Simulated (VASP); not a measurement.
# Sn (Im-3m) in VASP: notebook, part 2 of 2

VASP 6.6.1. The steps go on from the part before.

**4. Single point, PBE**

This run uses another cell than the first one, of 27.71 Å³/atom, 2.015 times its volume.

File INCAR:

```
ALGO = Normal ; EDIFF = 1E-6
ENCUT = 520 ; GGA = PE
ISIF = 2 ; ISMEAR = -1
LASPH = True ; LCHARG = True
LELF = True ; LREAL = False
LVHAR = True ; LWAVE = False
NBANDS = 13 ; NELM = 100
PREC = Accurate ; SIGMA = 0.08
```

File KPOINTS:

```
k-points
0
Gamma
  18 18 18
```

File POSCAR:

```
Sn
1.0
   -1.9062865736      1.9062865736      1.9062865736
    1.9062865736     -1.9062865736      1.9062865736
    1.9062865736      1.9062865736     -1.9062865736
Sn
1
Direct
    0.0000000000      0.0000000000      0.0000000000
```

Potentials or basis: VASP PAW PBE potentials, release 64 (Sn_d).

Started as:

```console
cat potpaw_PBE.64/Sn_d/POTCAR > POTCAR
mpirun -np 1 vasp_std > vasp.out
```

OUTCAR:

```text
EDIFF = 1E-6
   ENCUT = 520
   GGA = PE
   ISIF = 2
   ISMEAR = -1
   LASPH = True
   LREAL = False
   NELM = 100
   PREC = Accurate

 ion  position               nearest neighbor table
   1  0.000  0.000  0.000-

  LATTYP: Found a body centered cubic cell.
 ALAT       =     3.8125731472

  Lattice vectors:

 A1 = (  -1.9062865736,   1.9062865736,   1.9062865736)
 A2 = (   1.9062865736,  -1.9062865736,   1.9062865736)
 A3 = (   1.9062865736,   1.9062865736,  -1.9062865736)

Analysis of symmetry for initial positions (statically):
=====================================================================
 Subroutine PRICEL returns:
 Original cell was already a primitive cell.

 Routine SETGRP: Setting up the symmetry group for a
 body centered cubic supercell.

 Subroutine GETGRP returns: Found 48 space group operations
 (whereof 48 operations were pure point group operations)
 out of a pool of 48 trial point group operations.

The static configuration has the point symmetry O_h .

Analysis of symmetry for dynamics (positions and initial velocities):
=====================================================================
 Subroutine PRICEL returns:
 Original cell was already a primitive cell.

 Routine SETGRP: Setting up the symmetry group for a
 body centered cubic supercell.

 Subroutine GETGRP returns: Found 48 space group operations
 (whereof 48 operations were pure point group operations)
 out of a pool of 48 trial point group operations.

The dynamic configuration has the point symmetry O_h .

 Subroutine INISYM returns: Found 48 space group operations
 (whereof 48 operations are pure point group operations),
 and found     1 'primitive' translations

----------------------------------------------------------------------------------------

                                     Primitive cell

  volume of cell :      27.7092

[... 108 lines left out ...]
  Fermi-wavevector in a.u.,A,eV,Ry     =   1.303895  2.464004 23.131842  1.700142
  Thomas-Fermi vector in A             =   2.434867
   LORBIT       =      0    0 simple, 1 ext, 2 COOP (PROOUT), +10 PAW based schemes
   GGA     = PE    functional components
[... 5 lines left out ...]
 non-spin polarized calculation
  energy-cutoff  :      520.00
  volume of cell :       27.71
 maximum number of plane-waves:       767
 NGX is ok and might be reduce to    28
   NGX = 13   NGY = 13   NGZ = 13

 number of electron      13.9999997 magnetization

 Free energy of the ion-electron system (eV)
  ---------------------------------------------------
  ext. energy  EPLUGINS =         0.00000000
  ---------------------------------------------------
  free energy    TOTEN  =        -3.78052300 eV

  energy without entropy =       -3.76749021  energy(sigma->0) =       -3.77400660

 E-fermi :   7.8565     XC(G=0): -10.2773

 val. band max:        7.8391470082   @ k =  -0.3889   0.5000   0.1667
 cond. band min:       7.9288455938   @ k =  -0.3889   0.3889   0.3889
 fundamental gap:      0.0896985857
 Fermi energy:         7.8564873469

 k-point     1 :       0.0000    0.0000    0.0000
  band No.  band energies     occupation
      1     -13.6927      2.00000
      2     -13.6927      2.00000
      3     -13.6927      2.00000
      4     -13.5624      2.00000
      5     -13.5624      2.00000
      6      -3.0879      2.00000
      7      15.6512      0.00000
      8      15.6512      0.00000
      9      15.6512      0.00000
     10      19.9347      0.00000
     11      19.9347      0.00000
     12      19.9347      0.00000
     13      20.4510      0.00000
[... 354 lines left out ...]
  band No.  band energies     occupation
      1     -13.7234      2.00000
      2     -13.6660      2.00000
      3     -13.5736      2.00000
      4     -13.5710      2.00000
      5     -13.4992      2.00000
      6       1.1380      2.00000
      7       4.3665      2.00000
      8      10.0826      0.00000
      9      12.5079      0.00000
     10      16.4090      0.00000
     11      18.2513      0.00000
     12      21.3410      0.00000
     13      23.2315      0.00000

 [... further k-points ...]

------------------------ aborting loop because EDIFF is reached ----------------------------------------

  FORCE on cell =-STRESS in cart. coord.  units (eV):
  Direction    XX          YY          ZZ          XY          YZ          ZX
  --------------------------------------------------------------------------------------
  -------------------------------------------------------------------------------------
  Total       -0.0104071     -0.0104071     -0.0104071     -0.0000000     -0.0000000      0.0000000
  in kB       -0.6017503     -0.6017503     -0.6017503     -0.0000000     -0.0000000      0.0000000
  external PRESSURE =      -0.6017503 kB  Pullay stress =       0.0000000 kB

 VOLUME and BASIS-vectors are now :
 -----------------------------------------------------------------------------
  energy-cutoff  :      520.00
  volume of cell :       27.71
      direct lattice vectors                 reciprocal lattice vectors
    -1.906286574  1.906286574  1.906286574     0.000000000  0.262290050  0.262290050
     1.906286574 -1.906286574  1.906286574     0.262290050  0.000000000  0.262290050
     1.906286574  1.906286574 -1.906286574     0.262290050  0.262290050  0.000000000

 POSITION                                       TOTAL-FORCE (eV/Angst)
 -----------------------------------------------------------------------------------
      0.00000      0.00000      0.00000         0.000000      0.000000     -0.000000
 -----------------------------------------------------------------------------------
    total drift:                               -0.000000     -0.000000     -0.000000

  FREE ENERGIE OF THE ION-ELECTRON SYSTEM (eV)
  ---------------------------------------------------
  free  energy   TOTEN  =        -3.7805229995 eV

  energy  without entropy=       -3.7674902061  energy(sigma->0) =       -3.77400660
```

OSZICAR:

```text
N       E                     dE             d eps       ncg     rms          rms(c)
DAV:   1     0.797430264794E+02    0.79743E+02   -0.71236E+03  5247   0.161E+03
DAV:   2     0.174583698551E+01   -0.77997E+02   -0.75530E+02  5390   0.334E+02
DAV:   3    -0.367779360490E+01   -0.54236E+01   -0.54018E+01  6144   0.722E+01
DAV:   4    -0.378885565944E+01   -0.11106E+00   -0.11104E+00  6041   0.111E+01
DAV:   5    -0.379273977253E+01   -0.38841E-02   -0.38840E-02  6552   0.199E+00    0.128E+00
DAV:   6    -0.378354120850E+01    0.91986E-02   -0.10171E-02  6473   0.171E+00    0.708E-01
DAV:   7    -0.378063292802E+01    0.29083E-02   -0.66907E-03  6351   0.132E+00    0.964E-02
DAV:   8    -0.378052164487E+01    0.11128E-03   -0.66685E-04  6200   0.426E-01    0.226E-02
DAV:   9    -0.378052181941E+01   -0.17454E-06   -0.11975E-05  6978   0.434E-02    0.147E-02
DAV:  10    -0.378052289655E+01   -0.10771E-05   -0.22518E-06  6080   0.161E-02    0.141E-03
DAV:  11    -0.378052299952E+01   -0.10297E-06   -0.61715E-08  3375   0.378E-03
   1 F= -.37805230E+01 E0= -.37740066E+01  d E =-.130328E-01
```

It took 26 s on 1 thread of Intel Xeon 6975P-C (Granite Rapids), shared host; peak memory 0.2 GiB.

What came out:

- Free energy: -3.7805 eV
- Pressure: -0.1 GPa
- Band gap on the k mesh: zero (band 7 reaches 15.65 eV, above the bottom of band 8 at 5.46 eV)

Caveat: spin-orbit coupling is left out, which moves the levels of the heavy elements.

**5. Relaxation of cell and atoms, PBE, target pressure 180 GPa, at which the enthalpy is minimised**

This run uses another cell than the first one, of 13.69 Å³/atom, 0.995 times its volume.

File INCAR:

```
SYSTEM = Sn
ALGO = Normal ; EDIFF = 1E-6
EDIFFG = -0.005 ; ENCUT = 600
GGA = PE ; IBRION = 2
ISIF = 3 ; ISMEAR = -1
LASPH = .TRUE. ; LCHARG = .FALSE.
LREAL = .FALSE. ; LWAVE = .FALSE.
NELM = 100 ; NSW = 60
PREC = Accurate ; PSTRESS = 1800.0
SIGMA = 0.08
```

File KPOINTS:

```
k-points
0
G
  18 18 18
  0 0 0
```

File POSCAR:

```
Sn
1.0
   -1.5069442025      1.5069442025      1.5069442025
    1.5069442025     -1.5069442025      1.5069442025
    1.5069442025      1.5069442025     -1.5069442025
Sn
1
Direct
    0.0000000000      0.0000000000      0.0000000000
```

Started as:

```console
cat potpaw_PBE.64/Sn_d/POTCAR > POTCAR
mpirun -np 1 vasp_std > vasp.out
```

Run time: 24 s. Hardware: 1 thread of Intel Xeon 6975P-C (Granite Rapids), shared host; peak memory 0.17 GiB.

The run converged. Its results:

```yaml
Free_energy: 0.1820 eV
Relaxed_volume: 13.76 Å³/atom
Relaxed_cell: a = 2.614 Å, b = 2.614 Å, c = 2.614 Å, α = 109.47°, β = 109.47°, γ = 109.47°
Space_group_after_relaxing_to_0.05_Å: Im-3m (No. 229)
Energy_change_on_relaxing_the_enthalpy_is_what_falls: -78.4 meV/atom
Ionic_steps: 3
Pressure_after_relaxing: 180.0 GPa
Band_gap_on_the_k_mesh: zero (band 7 reaches 32.15 eV, above the bottom of band 8 at 14.85 eV)
```

Step by step:
```
step  energy change (eV)  largest force (eV/Å)  pressure (GPa)  volume (Å³)
   1              0.0000                0.0000          183.50        13.69
   2             -0.6338                0.0000          155.33        14.29
   3             -0.0784                0.0000          179.97        13.76
```

Final structure:
```
Sn
1.0
    -1.50948    1.50948    1.50948
     1.50948   -1.50948    1.50948
     1.50948    1.50948   -1.50948
Sn
1
Cartesian
  0.0000 0.0000 0.0000
```

Levels at points of the mesh, in eV from the Fermi level:
| k point | band 3 | band 4 | band 5 | band 6 | band 7 | band 8 | band 9 | band 10 | band 11 |
| --- | --- | --- | --- | --- | --- | --- | --- | --- | --- |
| (0.00, 0.00, 0.00) | -23.24 | -22.37 | -22.37 | -18.23 | 12.29 | 12.29 | 12.29 | 16.76 | 16.76 |
| (0.50, 0.00, 0.00) | -22.41 | -22.35 | -21.81 | -9.24 | -7.38 | 6.37 | 6.59 | 11.61 | 13.53 |
| (0.50, 0.50, 0.50) | -21.95 | -21.95 | -21.95 | -1.75 | -1.75 | -1.75 | 3.41 | 4.00 | 4.00 |

Caveat: the cell is relaxed towards a set pressure, so the enthalpy falls and the energy may rise; spin-orbit coupling is left out, which moves the levels of the heavy elements.

**6. Relaxation of cell and atoms, PBE, target pressure 180 GPa, at which the enthalpy is minimised**

File INCAR:

```
ALGO = Normal
EDIFF = 1E-6
EDIFFG = -0.005
ENCUT = 600
GGA = PE
IBRION = 2
ISIF = 3
ISMEAR = -1
LASPH = True
LCHARG = False
LREAL = False
LWAVE = False
NELM = 100
NSW = 32
PREC = Accurate
PSTRESS = 1800.0
SIGMA = 0.08
```

File KPOINTS:

```
k-points
0
Gamma
  18 18 18
```

File POSCAR:

```
Sn
1.0
   -1.5092452046      1.5092452046      1.5092452046
    1.5092452046     -1.5092452046      1.5092452046
    1.5092452046      1.5092452046     -1.5092452046
Sn
1
Direct
    0.0000000000      0.0000000000      0.0000000000
```

Potentials or basis: VASP PAW PBE potentials, release 64 (Sn_d).

Started as:

```console
cat potpaw_PBE.64/Sn_d/POTCAR > POTCAR
mpirun -np 1 vasp_std > vasp.out
```

It took 27 s on 1 thread of Intel Xeon 6975P-C (Granite Rapids), shared host; peak memory 0.17 GiB.

The run converged. Its results:

```
Free energy                                            : 0.1807 eV
Relaxed volume                                         : 13.76 Å³/atom
Relaxed cell                                           : a = 2.615 Å, b = 2.615 Å, c = 2.615 Å, α = 109.47°, β = 109.47°, γ = 109.47°
Space group after relaxing (to 0.05 Å)                 : Im-3m (No. 229)
Energy change on relaxing (the enthalpy is what falls) : -8.5 meV/atom
Ionic steps                                            : 5
Pressure after relaxing                                : 180.0 GPa
Band gap on the k mesh                                 : zero (band 7 reaches 32.15 eV, above the bottom of band 8 at 14.85 eV)
```

Step by step:
| step | energy change (eV) | largest force (eV/Å) | pressure (GPa) | volume (Å³) |
| --- | --- | --- | --- | --- |
| 1 | 0.0000 | 0.0000 | 180.30 | 13.75 |
| 2 | -0.0566 | 0.0000 | 177.74 | 13.80 |
| 3 | -0.0063 | 0.0000 | 180.20 | 13.76 |
| 4 | -0.0105 | 0.0000 | 179.81 | 13.76 |
| 5 | -0.0085 | 0.0000 | 179.98 | 13.76 |

Final structure:
```cif
data_structure
_symmetry_space_group_name_H-M 'P 1'
_symmetry_Int_Tables_number 1
_cell_length_a 2.6146
_cell_length_b 2.6146
_cell_length_c 2.6146
_cell_angle_alpha 109.471
_cell_angle_beta 109.471
_cell_angle_gamma 109.471
_cell_volume 13.76
loop_
_atom_site_label
_atom_site_type_symbol
_atom_site_fract_x
_atom_site_fract_y
_atom_site_fract_z
_atom_site_occupancy
Sn1 Sn 0.00000 0.00000 0.00000 1
```

Levels at points of the mesh, in eV from the Fermi level:
```csv
k point,band 5,band 6,band 7,band 8,band 9,band 10
"(0.00, 0.00, 0.00)",-22.37,-18.22,12.30,12.30,12.30,16.76
"(0.50, 0.00, 0.00)",-21.81,-9.24,-7.38,6.37,6.59,11.61
"(0.50, 0.50, 0.50)",-21.95,-1.75,-1.75,-1.75,3.41,4.00
```

Caveat: the cell is relaxed towards a set pressure, so the enthalpy falls and the energy may rise; spin-orbit coupling is left out, which moves the levels of the heavy elements.

**7. Overview**

```tsv
task	cell	cutoff (eV)	gap on the mesh (eV)	pressure (GPa)
single point	a = 2.614 Å, angles 109.5°, 1 atom	520	none	180.4
single point	a = 3.302 Å, angles 109.5°, 1 atom	520	none	-0.1
relaxation of cell and atoms	relaxed to 180 GPa from a = 2.610 Å, angles 109.5°, 1 atom	600	none	180.0
relaxation of cell and atoms	relaxed to 180 GPa from a = 2.614 Å, angles 109.5°, 1 atom	600	none	180.0
```

Alike in all rows: level PBE; potentials or basis VASP PAW PBE potentials, release 64 (Sn_d); no spin polarisation; k mesh 18 × 18 × 18; smearing fermi-dirac 0.08 eV.

Caveats: spin-orbit coupling is left out, which moves the levels of the heavy elements; the cell is relaxed towards a set pressure, so the enthalpy falls and the energy may rise (some runs).

Total energies depend on the potentials used, so only differences within one code and one set of settings carry meaning.
